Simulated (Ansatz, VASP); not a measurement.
# Os in VASP and in Ansatz

File INCAR:

```
  PREC = Accurate
  ENCUT = 520
  EDIFF = 1E-6
  ISMEAR = -1
  SIGMA = 0.1
  LREAL = False
  LASPH = True
  NELM = 80
  ALGO = Normal
  ISIF = 2
  LWAVE = False
  LCHARG = False
  GGA = PE
  NBANDS = 15
```

File KPOINTS:

```
regular mesh
0
Gamma
  21 21 12
```

Contents of POSCAR:

```
Os
1.0
    2.8275438045      0.0000000000      0.0000000000
   -1.4137719022      2.4487247650      0.0000000000
    0.0000000000      0.0000000000      4.4554996435
Os
2
Direct
    0.3333333333      0.6666666667      0.2500000000
    0.6666666667      0.3333333333      0.7500000000
```

Input for Ansatz:

```yaml
crystal:
  lattice:
    - [2.8275438045, 0.0, 0.0]
    - [-1.4137719022, 2.448724765, 0.0]
    - [0.0, 0.0, 4.4554996435]
  atoms:
    - { symbol: Os, position: [0.3333333333, 0.6666666667, 0.25] }
    - { symbol: Os, position: [0.6666666667, 0.3333333333, 0.75] }
hamiltonian:
  xc: pbe
  pseudopotentials:
    kind: paw
    azcp:
      Os: "pseudopotentials/Os.paw.azcp"
basis:
  ecutwfc: 420
  fft_grid_basis: typed
kpoints:
  mp_grid: { grid: [21, 21, 12], shift: [0, 0, 0] }
magnetization:
  spin_polarized: false
scf:
  occupations: { method: fermi_dirac, width: 0.1 }
output:
  stress: true
```

Alike in both runs: task single point; functional PBE; k mesh 21 × 21 × 12; occupations fermi-dirac, width 0.1 eV; no spin polarisation.

```csv
,VASP,Ansatz
version,VASP 6.6.1,Ansatz 0.2.0
potentials or method,"VASP PAW PBE potentials, release 64 (Os), cutoff 520 eV","plane waves (420 eV) with PAW, scalar-relativistic"
valence electrons in the cell,16,32
```

|  | VASP | Ansatz | Ansatz less VASP |
| --- | --- | --- | --- |
| pressure (GPa) | -25.8 | -25.4 | +0.49 |
| traceless stress, the component that is largest in VASP (GPa) | -0.80 | -0.74 | +0.058 |

The functional is the same, so the differences come from potentials, cutoffs and numerics. VASP's potentials hold 16 valence electrons a cell and Ansatz's 32, so a difference there can come from the potentials and not from the codes.

Neither program's run includes spin-orbit coupling.
